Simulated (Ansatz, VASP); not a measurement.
# Be6S: VASP beside Ansatz

```xyz
7
Lattice="3.9357 0.0000 0.0000 -1.9678 3.4084 0.0000 0.0000 0.0000 5.8612" Properties=species:S:1:pos:R:3 pbc="T T T"
Be    0.0000    0.0000    3.8603
Be    1.2482    2.1620    1.7292
Be   -0.7196    1.2464    1.7292
Be    1.4393    0.0000    1.7292
Be    1.9678    1.1361    3.4310
Be    0.0000    2.2723    3.4310
S     0.0000    0.0000    0.2671
```

Alike in both runs: functional PBE; k mesh 12 × 12 × 6; occupations gaussian, width 0.1 eV; no spin polarisation.

Ansatz relaxed the structure, and its values are those at the end. VASP's run is a single point on that final structure, the one shown.

|  | VASP | Ansatz |
| --- | --- | --- |
| version | VASP 6.6.1 | Ansatz 0.2.0 |
| potentials or method | VASP PAW PBE potentials, release 64 (Be, S), cutoff 520 eV | scalar-relativistic, plane waves, PAW |
| valence electrons in the cell | 18 | 18 |

|  | VASP | Ansatz | Ansatz less VASP |
| --- | --- | --- | --- |
| gap on the k mesh at the Fermi level (eV) | none | none | - |
| pressure (GPa) | 0.1 | 0.0 | -0.07 |
| rms of the force components (eV/Å) | 0.006 | 0.001 | -0.0045 |

A gap of «none» marks a metal or a gap that the smearing closes.
